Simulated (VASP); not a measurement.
A run of VASP 6.6.1 is set up as follows.

Contents of INCAR:

```
SYSTEM = Sb
PREC     = Accurate       ! precision mode
ENCUT    = 520            ! plane-wave cutoff, eV
EDIFF    = 1E-6           ! SCF threshold, eV
ISMEAR   = 0              ! smearing method
SIGMA    = 0.15           ! smearing width, eV
LREAL    = .False.        ! projectors in reciprocal space
LASPH    = .True.         ! aspherical terms in the spheres
NELM     = 80             ! most SCF steps
ALGO     = Normal         ! electronic algorithm
ISIF     = 2              ! what is computed and relaxed
LWAVE    = .False.        ! write WAVECAR
LCHARG   = .False.        ! write CHGCAR
GGA      = PS             ! functional
NBANDS   = 12             ! bands
```

KPOINTS

```
Automatic mesh
0
Gamma
  12 12 12
  0 0 0
```

File POSCAR:

```
Sb
1.0
    2.1506003320      1.2416496806      3.7440000000
   -2.1506003320      1.2416496806      3.7440000000
    0.0000000000     -2.4832993611      3.7440000000
Sb
2
Direct
    0.1680337242      0.2173529843      0.2354050864
    0.7663600000      0.7663600000      0.7663600000
```

Potentials or basis: VASP PAW PBE potentials, release 64 (Sb).

Launch:

```bash
$ cat potpaw_PBE.64/Sb/POTCAR > POTCAR
$ mpirun -np 1 vasp_std > vasp.out
```

Q: What does it give for the pressure?

A: 6.6 GPa.

Q: What does it give for the band gap on the k mesh?

A: Zero (bands 5 and 6 overlap by 0.31 eV).

Q: Estimate the largest force.

A: 2.427 eV/Å.

Forces on the atoms (eV/Å):
```
Sb   0.612  0.769  2.219
Sb  -0.612 -0.769 -2.219
```

Caveat: the cell differs from its parent crystal (atom 1 (Sb) moved by (-0.150, -0.300) A along [1 1 0] and z); the cell stands under pressure; the PAW data sets were made with another functional, which shifts forces and pressure a little; spin-orbit coupling is left out, which moves the levels of the heavy elements.
